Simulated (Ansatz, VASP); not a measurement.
# Two plane-wave programs on Bi

```
CELL_PARAMETERS angstrom
-2.01041 2.01041 2.01041
2.01041 -2.01041 2.01041
2.01041 2.01041 -2.01041
ATOMIC_POSITIONS crystal
Bi 0.00000 0.00000 0.00000
```

Alike in both runs: task single point; functional PBEsol; k mesh 13 × 13 × 13; occupations fermi-dirac, width 0.1 eV; no spin polarisation.

|  | VASP | Ansatz |
| --- | --- | --- |
| version | VASP 6.6.1 | Ansatz 0.2.0 |
| potentials or method | VASP PAW PBE potentials, release 64 (Bi_d), cutoff 520 eV | plane waves (420 eV) with PAW, scalar-relativistic |
| valence electrons in the cell | 15 | 15 |

```csv
,VASP,Ansatz,Ansatz less VASP
pressure (GPa),-4.0,-3.9,+0.07
```

VASP's potentials were made for PBE, not for PBEsol, and Ansatz warns of the same on its side.

Neither program's run includes spin-orbit coupling.
